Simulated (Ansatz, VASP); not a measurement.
**Two plane-wave programs on Co**

Contents of INCAR:

```
AGGAC = 1.0
AGGAX = 1.0
ALDAC = 0.0
ALDAX = 1.0
ALGO = Normal
EDIFF = 1E-6
EDIFFG = -0.01
ENCUT = 600
GGA = B5
IBRION = 2
ISIF = 3
ISMEAR = -1
ISPIN = 2
LASPH = T
LCHARG = F
LMAXMIX = 4
LORBIT = 11
LREAL = F
LWAVE = F
MAGMOM = 2 2
NELM = 150
NSW = 60
PREC = Accurate
SIGMA = 0.05
```

KPOINTS

```
k-points
0
Gamma
  12 12 7
```

The input POSCAR:

```
Co
1.0
    2.4719999032      0.0000000000      0.0000000000
   -1.2359999516      2.1408147143      0.0000000000
    0.0000000000      0.0000000000      4.0211440800
Co
2
Direct
    0.6666666667      0.3333333333      0.7500000000
    0.3333333333      0.6666666667      0.2500000000
```

input.yaml

```yaml
crystal:
  lattice:
    - [2.4719999032, 0.0, 0.0]
    - [-1.2359999516, 2.1408147143, 0.0]
    - [0.0, 0.0, 4.02114408]
  atoms:
    - { symbol: Co, position: [0.6666666667, 0.3333333333, 0.75], spin: 2.0 }
    - { symbol: Co, position: [0.3333333333, 0.6666666667, 0.25], spin: 2.0 }
hamiltonian:
  xc: blyp
  pseudopotentials: { kind: paw }
magnetization:
  spin_polarized: true
kpoints:
  mp_grid: { grid: [12, 12, 7] }
scf:
  occupations: { method: fermi_dirac, width: 0.05 }
output:
  forces: true
  stress: true
relax:
  f_tol: 0.01
  max_steps: 40
  cell: { stress_tol: 0.05 }
```

Alike in both runs: task relaxation of cell and atoms; functional BLYP; k mesh 12 × 12 × 7; occupations fermi-dirac, width 0.05 eV; collinear spin.

|  | VASP | Ansatz |
| --- | --- | --- |
| version | VASP 6.6.1 | Ansatz 0.2.0 |
| potentials or method | VASP PAW PBE potentials, release 64 (Co) | Ansatz PAW |
| plane-wave cutoff (eV) | 600 | 420 |
| valence electrons in the cell | 18 | 34 |

|  | VASP | Ansatz | Ansatz less VASP |
| --- | --- | --- | --- |
| net moment per atom (μB) | 1.62 | 1.64 | +0.012 |
| size of the moment on the site where the two differ most (μB) | 1.65 | 1.71 | +0.060 |
| relaxed volume (Å³/atom) | 11.34 | 11.37 | +0.025 |
| relaxed cell length with the largest relative difference (Å) | 4.077 | 4.081 | +0.0039 |

VASP's potentials were made for PBE, not for BLYP. Site moments also hang on the region over which each program counts them. VASP's potentials hold 18 valence electrons a cell and Ansatz's 34, so a difference there can come from the potentials and not from the codes.

Noted on Ansatz's run: the plane-wave basis is chosen anew once the cell has moved, so the energies of steps on either side of that aren't comparable.
